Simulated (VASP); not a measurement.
ZrS:

```
Zr S
1.0
     0.00000    2.62500    2.62500
     2.62500    0.00000    2.62500
     2.62500    2.62500    0.00000
Zr S
1 1
Direct
  0.00000 0.00000 0.00000
  0.50000 0.50000 0.50000
```

```yaml
Program: VASP 6.6.1
Task: relaxation of cell and atoms
Functional: LDA
Potentials_or_basis: VASP PAW LDA potentials, release 64 (Zr_sv, S)
Cutoff: 500 eV
k_mesh: 6 × 6 × 6
Occupations: gaussian, width 0.1 eV
Spin: no spin polarisation
```

At the start: pressure -8.5 GPa; volume 18.09 Å³/atom.

Where does the relaxation end?

Over 3 steps the energy falls by 31.3 meV/atom and the volume is 17.00 Å³/atom (-6.0 %); space group Fm-3m (No. 225, to 0.1 Å) before and after.

The path:
```csv
step,energy change (eV),largest force (eV/Å),pressure (GPa),volume (Å³)
1,0.0000,0.0000,-8.54,36.18
2,0.0487,0.0000,14.75,31.36
3,-0.0627,0.0000,-0.18,34.00
```

Final structure:
```
Zr S
1.0
     0.00000    2.57120    2.57120
     2.57120    0.00000    2.57120
     2.57120    2.57120    0.00000
Zr S
1 1
Direct
  0.00000 0.00000 0.00000
  0.50000 0.50000 0.50000
```

Caveat: the highest band is partly filled, so the run has too few bands.
